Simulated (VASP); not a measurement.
# BN (Fmm2) in VASP: notebook, part 2 of 2

VASP 6.6.1. The steps go on from the part before.

## (4) Single point, PBEsol

This run uses another cell than the first one, of 8.76 Å³/atom.

File INCAR:

```
  PREC = Accurate
  ENCUT = 520
  EDIFF = 1E-7
  ISMEAR = 0
  SIGMA = 0.02
  LREAL = F
  LASPH = T
  NELM = 100
  ALGO = Normal
  ISIF = 2
  LWAVE = F
  LCHARG = T
  GGA = PS
  LELF = T
  LVHAR = T
  NBANDS = 11
```

File KPOINTS:

```
Automatic mesh
0
Gamma
  12 12 12
```

File POSCAR:

```
BN
1.0
    0.0000000000      3.2381448749      2.1627328565
    1.2509714508      0.0000000000      2.1627328565
    1.2509714508      3.2381448749      0.0000000000
B N
1 1
Direct
    0.0001486821      0.0001486821      0.9998513179
    0.6665513079      0.6665513079      0.3334486921
```

Run with:

```
> cat potpaw_PBE.64/B/POTCAR potpaw_PBE.64/N/POTCAR > POTCAR
> mpirun -np 1 vasp_std > vasp.out
```

Run time: 1.8 min. Hardware: 1 thread of Intel Xeon 8259CL, shared host; peak memory 0.18 GiB.

Results (log left out):

- Free energy: -18.2747 eV
- Pressure: 2.3 GPa
- Band gap on the k mesh: 3.36 eV (least direct gap 4.48 eV)

Forces on the atoms (eV/Å):
```
B    0.000  0.000 -0.002
N    0.000  0.000  0.002
```

Stress tensor (GPa, compression positive):
```
2.50 0.00 0.00
0.00 1.78 0.00
0.00 0.00 2.53
```

Levels at points of the mesh, in eV from the valence-band top:
| k point | band 2 | band 3 | band 4 | band 5 | band 6 | band 7 |
| --- | --- | --- | --- | --- | --- | --- |
| (0.00, 0.00, 0.00) | -4.18 | -1.46 | -1.46 | 5.01 | 11.39 | 11.52 |
| (0.50, 0.00, 0.00) | -9.10 | -4.28 | -1.12 | 4.41 | 9.76 | 13.47 |
| (0.50, 0.50, 0.00) | -9.26 | -4.28 | -0.33 | 6.08 | 9.30 | 12.18 |
| (0.50, 0.00, 0.50) | -6.62 | -1.51 | -1.44 | 10.23 | 11.32 | 11.44 |
| (0.00, 0.50, 0.50) | -8.92 | -4.36 | -1.81 | 3.36 | 9.71 | 14.83 |

Caveat: the PAW data sets were made with another functional, which shifts forces and pressure a little.

## (5) Single point, PBEsol

This run uses another cell than the first one, of 6.44 Å³/atom.

File INCAR:

```
ALGO = Normal
EDIFF = 1E-7
ENCUT = 520
GGA = PS
ISIF = 2
ISMEAR = 0
LASPH = True
LCHARG = False
LREAL = False
LWAVE = False
NBANDS = 11
NELM = 60
PREC = Accurate
SIGMA = 0.02
```

File KPOINTS:

```
k-points
0
Gamma
  14 14 14
```

File POSCAR:

```
BN
1.0
    0.0000000000      2.4918665711      2.1007658125
    1.2309709458      0.0000000000      2.1007658125
    1.2309709458      2.4918665711      0.0000000000
B N
1 1
Direct
    0.0009203235      0.0009203235      0.9990796765
    0.6657796665      0.6657796665      0.3342203335
```

Potentials or basis: VASP PAW PBE potentials, release 64 (B, N).

Run with:

```
> cat potpaw_PBE.64/B/POTCAR potpaw_PBE.64/N/POTCAR > POTCAR
> mpirun -np 1 vasp_std > vasp.out
```

OUTCAR:

```text
EDIFF = 1E-7
   ENCUT = 520
   GGA = PS
   ISIF = 2
   ISMEAR = 0
   LASPH = True
   LREAL = False
   NELM = 60
   PREC = Accurate

 ion  position               nearest neighbor table
   1  0.001  0.001  0.999-   2 1.41   2 1.41   2 1.41
   2  0.666  0.666  0.334-   1 1.41   1 1.41   1 1.41

  LATTYP: Found a face centered orthorhombic cell.
 ALAT       =     2.4619418916
 B/A-ratio  =     1.7065925233
 C/A-ratio  =     2.0243098179

  Lattice vectors:

 A1 = (   0.0000000000,   2.4918665711,   2.1007658125)
 A2 = (  -1.2309709458,   2.4918665711,   0.0000000000)
 A3 = (  -1.2309709458,   0.0000000000,   2.1007658125)

Analysis of symmetry for initial positions (statically):
=====================================================================
 Subroutine PRICEL returns:
 Original cell was already a primitive cell.

 Routine SETGRP: Setting up the symmetry group for a
 face centered orthorhombic supercell.

 Subroutine GETGRP returns: Found  4 space group operations
 (whereof  4 operations were pure point group operations)
 out of a pool of  8 trial point group operations.

The static configuration has the point symmetry C_2v.

Analysis of symmetry for dynamics (positions and initial velocities):
=====================================================================
 Subroutine PRICEL returns:
 Original cell was already a primitive cell.

 Routine SETGRP: Setting up the symmetry group for a
 face centered orthorhombic supercell.

 Subroutine GETGRP returns: Found  4 space group operations
 (whereof  4 operations were pure point group operations)
 out of a pool of  8 trial point group operations.

The dynamic configuration has the point symmetry C_2v.

 Subroutine INISYM returns: Found  4 space group operations
 (whereof  4 operations are pure point group operations),
 and found     1 'primitive' translations

----------------------------------------------------------------------------------------

                                     Primitive cell

  volume of cell :      12.8878

  direct lattice vectors                    reciprocal lattice vectors
     0.000000000  2.491866571  2.100765813    -0.406183429  0.200652798  0.238008443
     1.230970946  0.000000000  2.100765813     0.406183429 -0.200652798  0.238008443
     1.230970946  2.491866571  0.000000000     0.406183429  0.200652798 -0.238008443

  length of vectors
     3.259235494  2.434852453  2.779332380     0.511756331  0.511756331  0.511756331

  position of ions in fractional coordinates (direct lattice)
     0.000920323  0.000920323  0.999079677
     0.665779667  0.665779667  0.334220333

  ion indices of the primitive-cell ions
   primitive index   ion index
                 1           1
                 2           2

----------------------------------------------------------------------------------------

 KPOINTS: k-points

Automatic generation of k-mesh.
 Grid dimensions read from file:
 generate k-points for:   14   14   14

 Generating k-lattice:

  Cartesian coordinates                     Fractional coordinates (reciprocal lattice)
    -0.029013102  0.014332343  0.017000603     0.071428571 -0.000000000 -0.000000000
     0.029013102 -0.014332343  0.017000603     0.000000000  0.071428571  0.000000000
     0.029013102  0.014332343 -0.017000603     0.000000000  0.000000000  0.071428571

  Length of vectors
     0.036554024  0.036554024  0.036554024

  Shift w.r.t. Gamma in fractional coordinates (k-lattice)
     0.000000000  0.000000000  0.000000000

 Subroutine IBZKPT returns following result:
 ===========================================

 Found    428 irreducible k-points:

 Following reciprocal coordinates:
            Coordinates               Weight
  0.000000  0.000000  0.000000      1.000000
  0.071429 -0.000000  0.000000      8.000000
  0.142857 -0.000000  0.000000      8.000000
  0.214286 -0.000000 -0.000000      8.000000
  0.285714  0.000000  0.000000      8.000000
  0.357143  0.000000  0.000000      8.000000
[... 16 lines left out ...]
  0.214286  0.142857 -0.000000      8.000000
  0.285714  0.142857  0.000000      8.000000
 [... further k-points ...]
   k-points           NKPTS =    428   k-points in BZ     NKDIM =    428   number of bands    NBANDS=     11
   number of dos      NEDOS =    301   number of ions     NIONS =      2
   total plane-waves  NPLWV =  10368
   dimension x,y,z NGX =    24 NGY =   18 NGZ =   24
   dimension x,y,z NGXF=    48 NGYF=   36 NGZF=   48
   ions per type =               1   1
   NGX,Y,Z   is equivalent  to a cutoff of  12.24, 12.29, 14.36 a.u.
   NGXF,Y,Z  is equivalent  to a cutoff of  24.48, 24.58, 28.71 a.u.
 SYSTEM =  unknown system
   PREC   = accura    normal or accurate (medium, high low for compatibility)
   ISTART =      0    job   : 0-new  1-cont  2-samecut
   ICHARG =      2    charge: 1-file 2-atom 10-const
   ISPIN  =      1    spin polarized calculation?
   LNONCOLLINEAR =      F non collinear calculations
   LSORBIT =      F    spin-orbit coupling
   LASPH  =      T    aspherical Exc in radial PAW
   ENCUT  =  520.0 eV  38.22 Ry    6.18 a.u.   6.06  4.53  5.17*2*pi/ulx,y,z
   NELM   =     60;   NELMIN=  2; NELMDL= -5     # of ELM steps
   EDIFF  = 0.1E-06   stopping-criterion for ELM
   LREAL  =      F    real-space projection
   EDIFFG = 0.1E-05   stopping-criterion for IOM
   NSW    =      0    number of steps for IOM
   IBRION =     -1    ionic relax: 0-MD 1-quasi-New 2-CG
   NFREE  =      0    steps in history (QN), initial steepest desc. (CG)
   ISIF   =      2    stress and relaxation
   ISYM   =      2    0-nonsym 1-usesym 2-fastsym
   POTIM  = 0.5000    time-step for ionic-motion
   TEBEG  =    0.0;   TEEND  =   0.0 temperature during run
   PSTRESS=    0.0 pullay stress
   NELECT =       8.0000    total number of electrons
   NUPDOWN=      -1.0000    fix difference up-down
   EMIN   =  10.00;   EMAX   =-10.00  energy-range for DOS
   EFERMI =   0.00;   METHOD = LEGACY
   ISMEAR =     0;   SIGMA  =   0.02  broadening in eV -4-tet -1-fermi 0-gaus
   EFERMI_NEDOS =   21; number of points for ismear=-14 and -15
   IALGO  =     38    algorithm
   IMIX   =      4    mixing-type and parameters
     AMIX     =   0.40;   BMIX     =  1.00
     AMIX_MAG =   1.60;   BMIX_MAG =  1.00
  volume/ion in A,a.u.               =       6.44        43.49
  Fermi-wavevector in a.u.,A,eV,Ry     =   1.396512  2.639026 26.534714  1.950246
  Thomas-Fermi vector in A             =   2.519859
   LORBIT       =      0    0 simple, 1 ext, 2 COOP (PROOUT), +10 PAW based schemes
   GGA     = PS    functional components
   LHFCALC =     F    Hartree Fock is set to
   AEXX    =    0.0000 exact exchange contribution
   IVDW    =     0    specifies the selected vdW correction
   LEPSILON=     F    determine dielectric tensor
   LRPA    =     F    only Hartree local field effects (RPA)
 non-spin polarized calculation
 Gauss-broadening in eV      SIGMA  =   0.02
  energy-cutoff  :      520.00
  volume of cell :       12.89
 maximum number of plane-waves:       366
   NGX = 11   NGY =  9   NGZ = 11

 number of electron       8.0000000 magnetization

 Free energy of the ion-electron system (eV)
  ---------------------------------------------------
  ext. energy  EPLUGINS =         0.00000000
  ---------------------------------------------------
  free energy    TOTEN  =       -17.85047948 eV

  energy without entropy =      -17.85047948  energy(sigma->0) =      -17.85047948

 E-fermi :   7.0588     XC(G=0): -12.3516

 val. band max:        6.8716756695   @ k =   0.5000   0.5000   0.0000
 cond. band min:       7.6979027990   @ k =   0.0000   0.5000   0.5000
 fundamental gap:      0.8262271296
 Fermi energy:         7.0587653722

 k-point     1 :       0.0000    0.0000    0.0000
  band No.  band energies     occupation
      1     -13.7338      2.00000
      2       3.6131      2.00000
      3       4.1700      2.00000
      4       4.2245      2.00000
      5      13.7114      0.00000
      6      17.2712      0.00000
      7      17.9424      0.00000
      8      19.4837      0.00000
      9      23.3733      0.00000
     10      32.5305      0.00000
     11      32.5488      0.00000
[... 309 lines left out ...]
 k-point    24 :       0.2857    0.1429    0.0000
  band No.  band energies     occupation
      1     -12.3542      2.00000
      2       0.4338      2.00000
      3       1.9746      2.00000
      4       4.4351      2.00000
      5      14.9994      0.00000
      6      16.5682      0.00000
      7      18.0583      0.00000
      8      21.8453      0.00000
      9      25.9087      0.00000
     10      28.0332      0.00000
     11      33.8612      0.00000

 [... further k-points ...]
[... 5 lines left out ...]
  --------------------------------------------------------------------------------------
  -------------------------------------------------------------------------------------
  Total        3.2807951      3.2045981      3.2831926      0.0000000      0.0000000      0.0000000
  in kB      407.8584558    398.3858736    408.1564994      0.0000000      0.0000000      0.0000000
  external PRESSURE =     404.8002763 kB  Pullay stress =       0.0000000 kB

 VOLUME and BASIS-vectors are now :
 -----------------------------------------------------------------------------
  energy-cutoff  :      520.00
  volume of cell :       12.89
      direct lattice vectors                 reciprocal lattice vectors
     0.000000000  2.491866571  2.100765813    -0.406183429  0.200652798  0.238008443
     1.230970946  0.000000000  2.100765813     0.406183429 -0.200652798  0.238008443
     1.230970946  2.491866571  0.000000000     0.406183429  0.200652798 -0.238008443

 POSITION                                       TOTAL-FORCE (eV/Angst)
 -----------------------------------------------------------------------------------
      1.23097      2.49187      0.00387         0.000000      0.000000      0.002556
      1.23097      2.49187      2.79729         0.000000      0.000000     -0.002556
 -----------------------------------------------------------------------------------
    total drift:                               -0.000001      0.000002     -0.000051

  FREE ENERGIE OF THE ION-ELECTRON SYSTEM (eV)
  ---------------------------------------------------
  free  energy   TOTEN  =       -17.8504794826 eV

  energy  without entropy=      -17.8504794826  energy(sigma->0) =      -17.85047948
```

It took 63 s on 1 thread of Intel Xeon 8259CL, shared host; peak memory 0.17 GiB.

What came out:

```yaml
Free_energy: -17.8505 eV
Pressure: 40.5 GPa
Band_gap_on_the_k_mesh: 0.83 eV (least direct gap 4.63 eV)
```

Forces on the atoms (eV/Å):
```
B    0.000  0.000  0.003
N    0.000  0.000 -0.003
```

Caveat: the cell stands under pressure; the PAW data sets were made with another functional, which shifts forces and pressure a little. A k mesh can miss the band edges.

## (6) The runs side by side

```tsv
cell	k mesh	gap on the mesh (eV)	pressure (GPa)
a = 3.735, b = 2.492, c = 3.295 Å, angles 79.1, 40.9, 60.0°, 2 atoms	12 × 12 × 12	2.94	5.3
a = 3.894, b = 2.498, c = 3.471 Å, angles 79.6, 39.1, 61.3°, 2 atoms	12 × 12 × 12	3.36	2.3
a = 3.259, b = 2.435, c = 2.779 Å, angles 77.1, 46.7, 56.2°, 2 atoms	14 × 14 × 14	0.83	40.5
```

Alike in all rows: task single point; level PBEsol; potentials or basis VASP PAW PBE potentials, release 64 (B, N); no spin polarisation; cutoff (eV) 520; smearing gaussian 0.02 eV.

Caveats: the PAW data sets were made with another functional, which shifts forces and pressure a little; the cell stands under pressure (at least some runs).

Absolute energies hang on the potentials; compare differences alone.
